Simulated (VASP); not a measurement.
A run of VASP 6.6.1 is set up as follows.

Contents of INCAR:

```
SYSTEM = LaAl3N4
PREC = Accurate
ENCUT = 520
EDIFF = 1E-6
ISMEAR = -1
SIGMA = 0.02
LREAL = .False.
LASPH = .True.
NELM = 150
ALGO = Normal
ISIF = 2
LWAVE = .False.
LCHARG = .False.
MAGMOM = 0 0 0 0 0 0 0 0 0 0 0 0 0 0 0 0 0 0 0 0 0 0 0 0
LORBIT = 11
LSORBIT = .True.
GGA_COMPAT = .False.
LORBMOM = .True.
LMAXMIX = 6
GGA = PE
NBANDS = 58
```

File KPOINTS:

```
regular mesh
0
Gamma
  12 12 2
  0 0 0
```

Contents of POSCAR:

```
LaAl3N4
1.0
    3.2683613935      0.0000000000      0.0000000000
   -1.6341806967      2.8304839956      0.0000000000
    0.0000000000      0.0000000000     10.9619252780
Al La N
3 1 4
Direct
    0.3333333333      0.6666666667      0.0313494816
    0.3333333333      0.6666666667      0.4691078827
    0.6666666667      0.3333333333      0.2500976779
    0.6666666667      0.3333333333      0.7480863051
    0.3333333333      0.6666666667      0.2048145101
    0.3333333333      0.6666666667      0.6411905580
    0.6666666667      0.3333333333      0.4239168831
    0.6666666667      0.3333333333      0.9814367013
```

Potentials or basis: VASP PAW PBE potentials, release 64 (Al, La, N).

The run is started by

```console
$ cat potpaw_PBE.64/Al/POTCAR potpaw_PBE.64/La/POTCAR potpaw_PBE.64/N/POTCAR > POTCAR
$ mpirun -np 1 vasp_ncl > vasp.out
```

(1) What does it give for the pressure?

(2) What does it give for the largest force?

## Answers

(1) 2.8 GPa.

(2) 0.156 eV/Å.
